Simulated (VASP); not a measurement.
Write the native input for VASP 6.6.1 that does the following.

```
Task                   : electric field gradients
Functional             : PBE
Potentials or basis    : VASP PAW PBE potentials, release 64 (Sn_d, Se)
Cutoff                 : 520 eV
k mesh                 : 9 × 9 × 9
Occupations            : fermi-dirac, width 0.02 eV
Spin                   : no spin polarisation
Dipole correction      : no
Further INCAR settings : ALGO = Normal; EDIFF = 1e-08; NBANDS = 17
```

The structure of SnSe lies in POSCAR:

```
SnSe
1.0
    0.0000000000      3.0496098055      3.0496098055
    3.0496098055      0.0000000000      3.0496098055
    3.0496098055      3.0496098055      0.0000000000
Sn Se
1 1
Direct
    0.0000000000      0.0000000000      0.0000000000
    0.5000000000      0.5000000000      0.5000000000
```

This cell differs from its parent crystal: volume scaled by 1.04.

The input as run:

INCAR

```
PREC = Accurate
ENCUT = 520
EDIFF = 1E-8
ISMEAR = -1
SIGMA = 0.02
LREAL = False
LASPH = True
NELM = 80
ALGO = Normal
ISIF = 2
LWAVE = False
LCHARG = False
GGA = PE
LEFG = True
NBANDS = 17
```

KPOINTS

```
regular mesh
0
Gamma
  9 9 9
```

Potentials or basis: VASP PAW PBE potentials, release 64 (Sn_d, Se).

The run is started by

```bash
$ cat potpaw_PBE.64/Sn_d/POTCAR potpaw_PBE.64/Se/POTCAR > POTCAR
$ mpirun -np 1 vasp_std > vasp.out
```

Results of the run:

* Pressure: -0.9 GPa

Caveat: without QUAD_EFG the Cq values of the log hold for a quadrupole moment of 1 mb, not for the nuclei.

It took 12 s on 1 thread of Intel(R) Xeon(R) 6975P-C (Granite Rapids), on a shared host, peak memory 0.19 GiB.
